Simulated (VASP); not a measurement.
The system is TiB2.

```
Ti B
1.0
     3.02920    0.00000    0.00000
    -1.51460    2.62336    0.00000
     0.00000    0.00000    3.22840
Ti B
1 2
Direct
  0.00000 0.00000 0.00000
  0.66667 0.33333 0.50000
  0.33333 0.66667 0.50000
```

- Program: VASP 6.6.1
- Task: relaxation of cell and atoms
- Functional: BLYP
- Potentials or basis: VASP PAW PBE potentials, release 64 (Ti_sv, B)
- Cutoff: 600 eV
- k mesh: 10 × 10 × 8
- Occupations: fermi-dirac, width 0.05 eV
- Spin: no spin polarisation

At the start: pressure 6.9 GPa; volume 8.55 Å³/atom.

Task: Where does the relaxation end?

Result: Over 4 steps the energy falls by 6.8 meV/atom and the volume is 8.81 Å³/atom (+3.0 %); space group P6/mmm (No. 191, to 0.1 Å) before and after.

The path:
```tsv
step	energy change (eV)	largest force (eV/Å)	pressure (GPa)	volume (Å³)
1	0.0000	0.0000	6.91	25.66
2	-0.0095	0.0000	-5.34	27.05
3	-0.0187	0.0000	-0.53	26.46
4	-0.0205	0.0000	-0.04	26.43
```

Final structure:
```
Ti B
1.0
     3.04287    0.00000    0.00000
    -1.52144    2.63520    0.00000
     0.00000    0.00000    3.29640
Ti B
1 2
Direct
  0.00000 0.00000 0.00000
  0.66667 0.33333 0.50000
  0.33333 0.66667 0.50000
```

Caveat: the PAW data sets were made with another functional, which shifts forces and pressure a little.
